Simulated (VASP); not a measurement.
# AgOs4 (Im-3m) in VASP: further runs

The runs below take AgOs4 through single point, relaxation of cell and atoms, with PBE.

Program: VASP 6.6.1. These are calculated values, not measurements. Logs are shortened: lines on timing, memory, paths and dates and some standing lists are left out, and cuts for length are marked.

## Step 1: The cell of the first run

Symmetry: Im-3m, No. 229, cubic system. Conventional cell: a = 5.698 Å, b = 5.698 Å, c = 5.698 Å, α = 90.00°, β = 90.00°, γ = 90.00°. Within 3.3 Å of Ag (site symmetry m-3m) lie 8 Os at 2.47 Å. Os (site symmetry -3m) has 2 Ag at 2.47 Å and 6 Os at 2.85 Å within 3.3 Å.

## Step 2: Single point, PBE

The input, INCAR:

```
  ALGO = Normal
  EDIFF = 1E-7
  ENCUT = 520
  GGA = PE
  ISIF = 2
  ISMEAR = 0
  LASPH = True
  LCHARG = False
  LREAL = False
  LWAVE = False
  NBANDS = 30
  NELM = 100
  PREC = Accurate
  SIGMA = 0.1
```

The input, KPOINTS:

```
k-points
0
Gamma
  10 10 10
```

The input, POSCAR:

```
AgOs4
1.0
   -2.8491607775      2.8491607775      2.8491607775
    2.8491607775     -2.8491607775      2.8491607775
    2.8491607775      2.8491607775     -2.8491607775
Ag Os
1 4
Direct
    0.0000000000      0.0000000000      0.0000000000
    0.0000000000      0.0000000000      0.5000000000
    0.5000000000      0.0000000000      0.0000000000
    0.5000000000      0.5000000000      0.5000000000
    0.0000000000      0.5000000000      0.0000000000
```

Potentials or basis: VASP PAW PBE potentials, release 64 (Ag, Os).

On the command line:

```
cat potpaw_PBE.64/Ag/POTCAR potpaw_PBE.64/Os/POTCAR > POTCAR
mpirun -np 1 vasp_std > vasp.out
```

OUTCAR:

```text
EDIFF = 1E-7
   ENCUT = 520
   GGA = PE
   ISIF = 2
   ISMEAR = 0
   LASPH = True
   LREAL = False
   NELM = 100
   PREC = Accurate

 ion  position               nearest neighbor table
   1  0.000  0.000  0.000-   2 2.47   3 2.47   4 2.47   5 2.47   2 2.47   5 2.47   3 2.47   4 2.47

   2  0.000  0.000  0.500-   1 2.47   1 2.47   4 2.85   5 2.85   3 2.85   5 2.85   3 2.85   4 2.85

   3  0.500  0.000  0.000-   1 2.47   1 2.47   4 2.85   5 2.85   4 2.85   2 2.85   2 2.85   5 2.85

   4  0.500  0.500  0.500-   1 2.47   1 2.47   3 2.85   5 2.85   3 2.85   5 2.85   2 2.85   2 2.85

   5  0.000  0.500  0.000-   1 2.47   1 2.47   3 2.85   4 2.85   2 2.85   2 2.85   4 2.85   3 2.85

  LATTYP: Found a body centered cubic cell.
 ALAT       =     5.6983215550

  Lattice vectors:

 A1 = (  -2.8491607775,   2.8491607775,   2.8491607775)
 A2 = (   2.8491607775,  -2.8491607775,   2.8491607775)
 A3 = (   2.8491607775,   2.8491607775,  -2.8491607775)

Analysis of symmetry for initial positions (statically):
=====================================================================
 Subroutine PRICEL returns:
 Original cell was already a primitive cell.

 Routine SETGRP: Setting up the symmetry group for a
 body centered cubic supercell.

 Subroutine GETGRP returns: Found 48 space group operations
 (whereof 48 operations were pure point group operations)
 out of a pool of 48 trial point group operations.

The static configuration has the point symmetry O_h .

Analysis of symmetry for dynamics (positions and initial velocities):
=====================================================================
 Subroutine PRICEL returns:
 Original cell was already a primitive cell.

 Routine SETGRP: Setting up the symmetry group for a
 body centered cubic supercell.

 Subroutine GETGRP returns: Found 48 space group operations
 (whereof 48 operations were pure point group operations)
 out of a pool of 48 trial point group operations.

The dynamic configuration has the point symmetry O_h .

 Subroutine INISYM returns: Found 48 space group operations
 (whereof 48 operations are pure point group operations),
 and found     1 'primitive' translations

----------------------------------------------------------------------------------------

                                     Primitive cell

  volume of cell :      92.5147
[... 89 lines left out ...]
   ISPIN  =      1    spin polarized calculation?
   LNONCOLLINEAR =      F non collinear calculations
   LSORBIT =      F    spin-orbit coupling
   LASPH  =      T    aspherical Exc in radial PAW
   ENCUT  =  520.0 eV  38.22 Ry    6.18 a.u.   9.18  9.18  9.18*2*pi/ulx,y,z
   NELM   =    100;   NELMIN=  2; NELMDL= -5     # of ELM steps
   EDIFF  = 0.1E-06   stopping-criterion for ELM
   LREAL  =      F    real-space projection
   EDIFFG = 0.1E-05   stopping-criterion for IOM
   NSW    =      0    number of steps for IOM
   IBRION =     -1    ionic relax: 0-MD 1-quasi-New 2-CG
   NFREE  =      0    steps in history (QN), initial steepest desc. (CG)
   ISIF   =      2    stress and relaxation
   ISYM   =      2    0-nonsym 1-usesym 2-fastsym
   POTIM  = 0.5000    time-step for ionic-motion
   TEBEG  =    0.0;   TEEND  =   0.0 temperature during run
   PSTRESS=    0.0 pullay stress
   NELECT =      43.0000    total number of electrons
   NUPDOWN=      -1.0000    fix difference up-down
   EMIN   =  10.00;   EMAX   =-10.00  energy-range for DOS
   EFERMI =   0.00;   METHOD = LEGACY
   ISMEAR =     0;   SIGMA  =   0.10  broadening in eV -4-tet -1-fermi 0-gaus
   EFERMI_NEDOS =   21; number of points for ismear=-14 and -15
   IALGO  =     38    algorithm
   IMIX   =      4    mixing-type and parameters
     AMIX     =   0.40;   BMIX     =  1.00
     AMIX_MAG =   1.60;   BMIX_MAG =  1.00
  volume/ion in A,a.u.               =      18.50       124.86
  Fermi-wavevector in a.u.,A,eV,Ry     =   1.268121  2.396401 21.879949  1.608131
  Thomas-Fermi vector in A             =   2.401233
   LORBIT       =      0    0 simple, 1 ext, 2 COOP (PROOUT), +10 PAW based schemes
   GGA     = PE    functional components
   LHFCALC =     F    Hartree Fock is set to
   AEXX    =    0.0000 exact exchange contribution
   IVDW    =     0    specifies the selected vdW correction
   LEPSILON=     F    determine dielectric tensor
   LRPA    =     F    only Hartree local field effects (RPA)
 non-spin polarized calculation
 Gauss-broadening in eV      SIGMA  =   0.10
  energy-cutoff  :      520.00
  volume of cell :       92.51
 maximum number of plane-waves:      2503
 NGX is ok and might be reduce to    40
   NGX = 19   NGY = 19   NGZ = 19

 number of electron      42.9999999 magnetization

 Free energy of the ion-electron system (eV)
  ---------------------------------------------------
  ext. energy  EPLUGINS =         0.00000000
  ---------------------------------------------------
  free energy    TOTEN  =       -35.77457871 eV

  energy without entropy =      -35.72695342  energy(sigma->0) =      -35.75076606

 E-fermi :   5.9930     XC(G=0): -12.1280

 val. band max:        5.9928495528   @ k =  -0.4000  -0.4000   0.1000
 cond. band min:       5.9933072398   @ k =   0.2000   0.2000   0.0000
 fundamental gap:      0.0004576871
 Fermi energy:         5.9930303296

 k-point     1 :       0.0000    0.0000    0.0000
  band No.  band energies     occupation
      1      -2.7351      2.00000
      2      -2.0402      2.00000
      3      -2.0402      2.00000
      4      -2.0402      2.00000
      5      -1.5224      2.00000
      6      -1.5224      2.00000
[... 781 lines left out ...]
     29      10.1269      0.00000
     30      10.9946      0.00000

 [... further k-points ...]
[... 5 lines left out ...]
  --------------------------------------------------------------------------------------
  -------------------------------------------------------------------------------------
  Total       -0.3053862     -0.3053862     -0.3053862     -0.0000000      0.0000000     -0.0000000
  in kB       -5.2887020     -5.2887020     -5.2887020     -0.0000000      0.0000000     -0.0000000
  external PRESSURE =      -5.2887020 kB  Pullay stress =       0.0000000 kB

 VOLUME and BASIS-vectors are now :
 -----------------------------------------------------------------------------
  energy-cutoff  :      520.00
  volume of cell :       92.51
      direct lattice vectors                 reciprocal lattice vectors
    -2.849160777  2.849160777  2.849160777     0.000000000  0.175490272  0.175490272
     2.849160777 -2.849160777  2.849160777     0.175490272  0.000000000  0.175490272
     2.849160777  2.849160777 -2.849160777     0.175490272  0.175490272  0.000000000

 POSITION                                       TOTAL-FORCE (eV/Angst)
 -----------------------------------------------------------------------------------
      0.00000      0.00000      0.00000        -0.000000     -0.000000     -0.000000
      1.42458      1.42458     -1.42458        -0.000000     -0.000000     -0.000000
     -1.42458      1.42458      1.42458        -0.000000     -0.000000      0.000000
      1.42458      1.42458      1.42458         0.000000      0.000000     -0.000000
      1.42458     -1.42458      1.42458         0.000000      0.000000      0.000000
 -----------------------------------------------------------------------------------
    total drift:                                0.000000     -0.000000      0.000000

  FREE ENERGIE OF THE ION-ELECTRON SYSTEM (eV)
  ---------------------------------------------------
  free  energy   TOTEN  =       -35.7745787051 eV

  energy  without entropy=      -35.7269534229  energy(sigma->0) =      -35.75076606
```

It took 98 s on 1 thread of Intel Xeon 6975P-C (Granite Rapids), shared host; peak memory 0.29 GiB.

What came out:

| Quantity | Value |
| --- | --- |
| Free energy | -35.7746 eV |
| Pressure | -0.5 GPa |

Levels at points of the mesh, in eV from the Fermi level:
```tsv
k point	band 19	band 20	band 21	band 22	band 23	band 24
(0.00, 0.00, 0.00)	0.65	0.65	1.72	1.72	1.72	1.94
(0.50, 0.00, 0.00)	-1.08	-0.92	-0.62	-0.35	-0.14	-0.06
(0.50, 0.50, 0.50)	-0.69	-0.69	-0.69	0.11	0.11	0.56
```

Caveat: spin-orbit coupling is left out, which moves the levels of the heavy elements.

## Step 3: Relaxation of cell and atoms, PBE

This run uses another cell than the first one, of 18.47 Å³/atom, 0.998 times its volume.

The input, INCAR:

```
PREC = Accurate
ENCUT = 600
EDIFF = 1E-7
ISMEAR = 0
SIGMA = 0.1
LREAL = False
LASPH = True
NELM = 100
ALGO = Normal
ISIF = 3
LWAVE = False
LCHARG = False
GGA = PE
IBRION = 2
NSW = 100
EDIFFG = -0.01
```

The input, KPOINTS:

```
Automatic mesh
0
Gamma
  10 10 10
```

Changes to POSCAR since step 2:

```diff
@@ -2,5 +2,5 @@
 1.0
-   -2.8491607775      2.8491607775      2.8491607775
-    2.8491607775     -2.8491607775      2.8491607775
-    2.8491607775      2.8491607775     -2.8491607775
+   -2.8472500238      2.8472500238      2.8472500238
+    2.8472500238     -2.8472500238      2.8472500238
+    2.8472500238      2.8472500238     -2.8472500238
 Ag Os
```

Potentials or basis: VASP PAW PBE potentials, release 64 (Ag, Os).

On the command line:

```
cat potpaw_PBE.64/Ag/POTCAR potpaw_PBE.64/Os/POTCAR > POTCAR
mpirun -np 1 vasp_std > vasp.out
```

It took 4.4 min on 1 thread of Intel Xeon 6975P-C (Granite Rapids), shared host; peak memory 0.31 GiB.

The run converged. Its results:

```yaml
Free_energy: -35.7751 eV
Pressure_after_relaxing: -0.1 GPa
```

Final structure:
```
Ag Os
1.0
    -2.84725    2.84725    2.84725
     2.84725   -2.84725    2.84725
     2.84725    2.84725   -2.84725
Ag Os
1 4
Direct
  0.00000 0.00000 0.00000
  0.00000 0.00000 0.50000
  0.50000 0.00000 0.00000
  0.50000 0.50000 0.50000
  0.00000 0.50000 0.00000
```

Levels at points of the mesh, in eV from the Fermi level:
| k point | band 17 | band 18 | band 19 | band 20 | band 21 | band 22 | band 23 | band 24 | band 25 |
| --- | --- | --- | --- | --- | --- | --- | --- | --- | --- |
| (0.00, 0.00, 0.00) | -0.34 | 0.65 | 0.65 | 0.65 | 1.72 | 1.72 | 1.72 | 1.94 | 1.94 |
| (0.50, 0.00, 0.00) | -1.54 | -1.31 | -1.08 | -0.92 | -0.62 | -0.35 | -0.14 | -0.06 | 0.31 |
| (0.50, 0.50, 0.50) | -1.21 | -1.21 | -0.70 | -0.70 | -0.70 | 0.10 | 0.10 | 0.56 | 1.41 |

Caveat: the relaxation stopped at its first step, so nothing moved; the bands computed are all filled at some k points, so no gap is given; spin-orbit coupling is left out, which moves the levels of the heavy elements.
